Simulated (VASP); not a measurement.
# AlN (l) (P6_3mc) in VASP: single point with LDA

Aim: the single point of AlN (l) with LDA.

All numbers are computed with VASP 6.6.1; they aren't measurements. Logs are shortened: lines on timing, memory, paths and dates and some standing lists are left out, and cuts for length are marked.

### Step 1. The cell of the first run

The structure is hexagonal, space group P6_3mc (No. 186). The conventional cell has a = 3.118 Å, b = 3.118 Å, c = 5.051 Å, α = 90.00°, β = 90.00°, γ = 120.00°. Within 2.5 Å of Al (site symmetry 3m) lie 4 N at 1.90 to 1.91 Å. Within 2.5 Å of N (site symmetry 3m) lie 4 Al at 1.90 to 1.91 Å.

### Step 2. Single point, LDA

File INCAR:

```
SYSTEM = AlN
PREC = Accurate
ENCUT = 600
EDIFF = 1E-6
ISMEAR = 0
SIGMA = 0.1
LREAL = .FALSE.
LASPH = .TRUE.
NELM = 120
ALGO = Normal
ISIF = 2
LWAVE = .FALSE.
LCHARG = .FALSE.
GGA = CA
NBANDS = 16
GGA_COMPAT = .FALSE.
```

File KPOINTS:

```
regular mesh
0
G
  6 6 4
  0 0 0
```

File POSCAR:

```
AlN
1.0
    3.1179847954      0.0000000000      0.0000000000
   -1.5589923977      2.7002540414      0.0000000000
    0.0000000000      0.0000000000      5.0511353685
Al N
2 2
Direct
    0.3333333333      0.6666666667      0.0000000000
    0.6666666667      0.3333333333      0.5000000000
    0.3333333333      0.6666666667      0.3780000000
    0.6666666667      0.3333333333      0.8780000000
```

Potentials or basis: VASP PAW LDA potentials, release 64 (Al, N).

Command:

```console
$ cat potpaw_LDA.64/Al/POTCAR potpaw_LDA.64/N/POTCAR > POTCAR
$ mpirun -np 1 vasp_std > vasp.out
```

OUTCAR:

```text
SYSTEM = AlN
   PREC = Accurate
   ENCUT = 600
   EDIFF = 1E-6
   ISMEAR = 0
   LREAL = .FALSE.
   LASPH = .TRUE.
   NELM = 120
   ISIF = 2
   GGA = CA

 ion  position               nearest neighbor table
   1  0.333  0.667  0.000-   4 1.90   4 1.90   4 1.90   3 1.91   2 3.10   2 3.10   2 3.10   2 3.10
                             2 3.10   2 3.10
   2  0.667  0.333  0.500-   3 1.90   3 1.90   3 1.90   4 1.91   1 3.10   1 3.10   1 3.10   1 3.10
                             1 3.10   1 3.10
   3  0.333  0.667  0.378-   2 1.90   2 1.90   2 1.90   1 1.91
   4  0.667  0.333  0.878-   1 1.90   1 1.90   1 1.90   2 1.91

  LATTYP: Found a hexagonal cell.
 ALAT       =     3.1179847954
 C/A-ratio  =     1.6200000000

  Lattice vectors:

 A1 = (   3.1179847954,   0.0000000000,   0.0000000000)
 A2 = (  -1.5589923977,   2.7002540414,   0.0000000000)
 A3 = (   0.0000000000,   0.0000000000,   5.0511353685)

Analysis of symmetry for initial positions (statically):
=====================================================================
 Subroutine PRICEL returns:
 Original cell was already a primitive cell.

 Routine SETGRP: Setting up the symmetry group for a
 hexagonal supercell.

 Subroutine GETGRP returns: Found 12 space group operations
 (whereof  6 operations were pure point group operations)
 out of a pool of 24 trial point group operations.

The static configuration has the point symmetry C_3v.
 The point group associated with its full space group is C_6v.

Analysis of symmetry for dynamics (positions and initial velocities):
=====================================================================
 Subroutine PRICEL returns:
 Original cell was already a primitive cell.

 Routine SETGRP: Setting up the symmetry group for a
 hexagonal supercell.

 Subroutine GETGRP returns: Found 12 space group operations
 (whereof  6 operations were pure point group operations)
 out of a pool of 24 trial point group operations.

The dynamic configuration has the point symmetry C_3v.
 The point group associated with its full space group is C_6v.

 Subroutine INISYM returns: Found 12 space group operations
 (whereof  6 operations are pure point group operations),
 and found     1 'primitive' translations

----------------------------------------------------------------------------------------

                                     Primitive cell

  volume of cell :      42.5273

[... 90 lines left out ...]
   EDIFFG = 0.1E-04   stopping-criterion for IOM
   NSW    =      0    number of steps for IOM
   IBRION =     -1    ionic relax: 0-MD 1-quasi-New 2-CG
   NFREE  =      0    steps in history (QN), initial steepest desc. (CG)
   ISIF   =      2    stress and relaxation
   ISYM   =      2    0-nonsym 1-usesym 2-fastsym
   POTIM  = 0.5000    time-step for ionic-motion
   TEBEG  =    0.0;   TEEND  =   0.0 temperature during run
   PSTRESS=    0.0 pullay stress
   NELECT =      16.0000    total number of electrons
   NUPDOWN=      -1.0000    fix difference up-down
   EMIN   =  10.00;   EMAX   =-10.00  energy-range for DOS
   EFERMI =   0.00;   METHOD = LEGACY
   ISMEAR =     0;   SIGMA  =   0.10  broadening in eV -4-tet -1-fermi 0-gaus
   EFERMI_NEDOS =   21; number of points for ismear=-14 and -15
   IALGO  =     38    algorithm
   IMIX   =      4    mixing-type and parameters
     AMIX     =   0.40;   BMIX     =  1.00
     AMIX_MAG =   1.60;   BMIX_MAG =  1.00
  volume/ion in A,a.u.               =      10.63        71.75
  Fermi-wavevector in a.u.,A,eV,Ry     =   1.181841  2.233355 19.003903  1.396747
  Thomas-Fermi vector in A             =   2.318106
   LORBIT       =      0    0 simple, 1 ext, 2 COOP (PROOUT), +10 PAW based schemes
   GGA     = CA    functional components
   LHFCALC =     F    Hartree Fock is set to
   AEXX    =    0.0000 exact exchange contribution
   IVDW    =     0    specifies the selected vdW correction
   LEPSILON=     F    determine dielectric tensor
   LRPA    =     F    only Hartree local field effects (RPA)
 non-spin polarized calculation
 Gauss-broadening in eV      SIGMA  =   0.10
  energy-cutoff  :      600.00
  volume of cell :       42.53
 maximum number of plane-waves:      1448
 NGX is ok and might be reduce to    28
   NGX = 13   NGY = 13   NGZ = 21

 number of electron      16.0000000 magnetization

 Free energy of the ion-electron system (eV)
  ---------------------------------------------------
  ext. energy  EPLUGINS =         0.00000000
  ---------------------------------------------------
  free energy    TOTEN  =       -32.80170856 eV

  energy without entropy =      -32.80170856  energy(sigma->0) =      -32.80170856

 E-fermi :   6.0929     XC(G=0): -11.1676

 val. band max:        5.6214237358   @ k =   0.0000   0.0000   0.0000
 cond. band min:       9.7728629796   @ k =   0.0000   0.0000   0.0000
 fundamental gap:      4.1514392438
 Fermi energy:         6.0928984043

 k-point     1 :       0.0000    0.0000    0.0000
  band No.  band energies     occupation
      1      -9.2020      2.00000
      2      -7.0841      2.00000
      3      -0.3035      2.00000
      4       4.9285      2.00000
      5       4.9285      2.00000
      6       5.5477      2.00000
[... 376 lines left out ...]
      3       0.9100      2.00000
      4       0.9100      2.00000
      5       1.8816      2.00000
      6       1.8816      2.00000
[... 8 lines left out ...]
     15      19.2841      0.00000
     16      19.2841      0.00000

------------------------ aborting loop because EDIFF is reached ----------------------------------------

  FORCE on cell =-STRESS in cart. coord.  units (eV):
  Direction    XX          YY          ZZ          XY          YZ          ZX
  --------------------------------------------------------------------------------------
  -------------------------------------------------------------------------------------
  Total       -1.7893921     -1.7893921     -2.2789721      0.0000000      0.0000000      0.0000000
  in kB      -67.4137493    -67.4137493    -85.8582370      0.0000000      0.0000000      0.0000000
  external PRESSURE =     -73.5619119 kB  Pullay stress =       0.0000000 kB

 VOLUME and BASIS-vectors are now :
 -----------------------------------------------------------------------------
  energy-cutoff  :      600.00
  volume of cell :       42.53
      direct lattice vectors                 reciprocal lattice vectors
     3.117984795  0.000000000  0.000000000     0.320719973  0.185167763  0.000000000
    -1.558992398  2.700254041  0.000000000     0.000000000  0.370335526  0.000000000
     0.000000000  0.000000000  5.051135368     0.000000000  0.000000000  0.197975292

 POSITION                                       TOTAL-FORCE (eV/Angst)
 -----------------------------------------------------------------------------------
     -0.00000      1.80017      0.00000         0.000000      0.000000     -0.103398
      1.55899      0.90008      2.52557        -0.000000     -0.000000     -0.103398
     -0.00000      1.80017      1.90933        -0.000000      0.000000      0.103398
      1.55899      0.90008      4.43490         0.000000     -0.000000      0.103398
 -----------------------------------------------------------------------------------
    total drift:                               -0.000000      0.000000      0.000843

  FREE ENERGIE OF THE ION-ELECTRON SYSTEM (eV)
  ---------------------------------------------------
  free  energy   TOTEN  =       -32.8017085631 eV

  energy  without entropy=      -32.8017085631  energy(sigma->0) =      -32.80170856
```

OSZICAR:

```text
N       E                     dE             d eps       ncg     rms          rms(c)
DAV:   1     0.427882775433E+02    0.42788E+02   -0.80602E+03   672   0.101E+03
DAV:   2    -0.340420984323E+02   -0.76830E+02   -0.69774E+02   968   0.181E+02
DAV:   3    -0.377570553455E+02   -0.37150E+01   -0.37024E+01   816   0.417E+01
DAV:   4    -0.377764996101E+02   -0.19444E-01   -0.19443E-01   880   0.366E+00
DAV:   5    -0.377766992288E+02   -0.19962E-03   -0.19962E-03   816   0.360E-01    0.121E+01
DAV:   6    -0.329131876004E+02    0.48635E+01   -0.11463E+01   696   0.239E+01    0.426E+00
DAV:   7    -0.328634540994E+02    0.49734E-01   -0.49553E-01   776   0.476E+00    0.277E+00
DAV:   8    -0.328044089221E+02    0.59045E-01   -0.72899E-02   728   0.226E+00    0.357E-01
DAV:   9    -0.328015995708E+02    0.28094E-02   -0.59788E-03   856   0.552E-01    0.224E-01
DAV:  10    -0.328017576971E+02   -0.15813E-03   -0.59585E-04   744   0.157E-01    0.113E-01
DAV:  11    -0.328017091733E+02    0.48524E-04   -0.82125E-05   800   0.670E-02    0.210E-02
DAV:  12    -0.328017085631E+02    0.61021E-06   -0.16494E-06   656   0.103E-02
   1 F= -.32801709E+02 E0= -.32801709E+02  d E =-.870330E-13
```

stdout:

```text
POSCAR found type information on POSCAR AlN
 POSCAR found :  2 types and       4 ions
 scaLAPACK will be used
 LDA part: xc-table for (Slater(with rela. corr.)+CA(PZ))
 , standard interpolation
 POSCAR, INCAR and KPOINTS ok, starting setup
 FFT: planning ... GRIDC
 FFT: planning ... GRID_SOFT
 FFT: planning ... GRID
 WAVECAR not read
 entering main loop
```

Wall time 13 s (1 thread of Intel Xeon 6975P-C, shared host); peak memory 0.15 GiB.

Results:

| Property | Result |
| --- | --- |
| Free energy | -32.8017 eV |
| Pressure | -7.4 GPa |
| Largest force | 0.103 eV/Å |
| Band gap on the k mesh | 4.15 eV, direct |

Forces in eV/Å, atoms in the order of the input:
```
Al   0.000  0.000 -0.103
Al   0.000  0.000 -0.103
N    0.000  0.000  0.103
N    0.000  0.000  0.103
```
